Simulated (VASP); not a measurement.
Here is a VASP 6.6.1 calculation.

The input INCAR:

```
ALGO = Normal
EDIFF = 1E-6
ENCUT = 520
GGA = PE
ISIF = 2
ISMEAR = -1
IVDW = 12
LASPH = True
LCHARG = True
LELF = True
LREAL = False
LVHAR = True
LWAVE = False
NBANDS = 83
NELM = 80
PREC = Accurate
SIGMA = 0.15
```

KPOINTS

```
k-points
0
Gamma
  4 4 1
```

POSCAR

```
Cu12HF
1.0
    5.1053110000      0.0000000000      0.0000000000
    2.5526550000      4.4213290000      0.0000000000
    0.0000000000      0.0000000000     17.1684690000
Cu F H
12 1 1
Direct
    0.1666667000      0.1666667000      0.0582463000
    0.6666667000      0.1666667000      0.0582463000
    0.1666667000      0.6666667000      0.0582463000
    0.6666667000      0.6666667000      0.0582463000
   -0.1667569089      0.3331188121      0.1773761105
    0.3332034112      0.3338123236      0.1771875901
   -0.1664648219      0.8338501623      0.1770861284
    0.3326399252      0.8335071889      0.1772884656
    0.0000232236      0.0006374459      0.2967570711
    0.4996720700      0.0000851221      0.2955422274
   -0.0007223419      0.5008673839      0.2958288501
    0.4997748271      0.5004282425      0.2964937324
    0.9315568625     -0.0533953217      0.4573809021
    0.8317996623     -0.1326214734      0.4274252214
```

Potentials or basis: VASP PAW PBE potentials, release 64 (Cu, F, H).

Command:

```console
$ cat potpaw_PBE.64/Cu/POTCAR potpaw_PBE.64/F/POTCAR potpaw_PBE.64/H/POTCAR > POTCAR
$ mpirun -np 1 vasp_std > vasp.out
```

Question: What does it give for the largest force?

Answer: 0.261 eV/Å.

Question: Estimate the dispersion energy per atom.

Answer: -0.342 eV.

Question: Predict the band gap on the k mesh.

Answer: Zero (bands 70 and 71 overlap by 0.06 eV).

Forces on the atoms (eV/Å):
```
Cu   0.003  0.003 -0.019
Cu  -0.004 -0.001 -0.026
Cu  -0.004 -0.002 -0.033
Cu   0.004  0.003  0.006
Cu  -0.001  0.000 -0.001
Cu   0.000  0.000 -0.001
Cu  -0.001  0.000  0.000
Cu   0.001  0.000  0.001
Cu   0.001  0.002  0.014
Cu   0.003  0.000  0.022
Cu  -0.002 -0.001  0.016
Cu  -0.001 -0.001  0.021
F    0.197  0.097  0.139
H   -0.196 -0.100 -0.139
```

Caveat: there is no dipole correction, which matters where the two faces differ. With open d or f shells a metallic result of PBE can be an artefact of self-interaction; +U or a hybrid may open a gap.
